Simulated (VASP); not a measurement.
Input of a VASP 6.6.1 run:

The input INCAR:

```
SYSTEM = Cu
PREC = Accurate ; ENCUT = 520
EDIFF = 1E-7 ; ISMEAR = 0
SIGMA = 0.4 ; LREAL = .False.
LASPH = .True. ; NELM = 60
ALGO = Normal ; ISIF = 2
LWAVE = .False. ; LCHARG = .True.
GGA = PE ; LELF = .True.
LVHAR = .True. ; NBANDS = 12
```

The input KPOINTS:

```
Automatic mesh
0
Gamma
  10 10 10
  0 0 0
```

Contents of POSCAR:

```
Cu
1.0
   -1.4427933200      1.4427933200      1.3760814500
    1.4427933200     -1.4427933200      1.3760814500
    1.4427933200      1.4427933200     -1.3760814500
Cu
1
Direct
    0.0000000000      0.0000000000      0.0000000000
```

Potentials or basis: VASP PAW PBE potentials, release 64 (Cu).

Launch:

```bash
$ cat potpaw_PBE.64/Cu/POTCAR > POTCAR
$ mpirun -np 1 vasp_std > vasp.out
```

Q: What does it give for the pressure?

A: 8.1 GPa.

Stress tensor (GPa, compression positive):
```
8.44 0.00 0.00
0.00 8.44 0.00
0.00 0.00 7.34
```
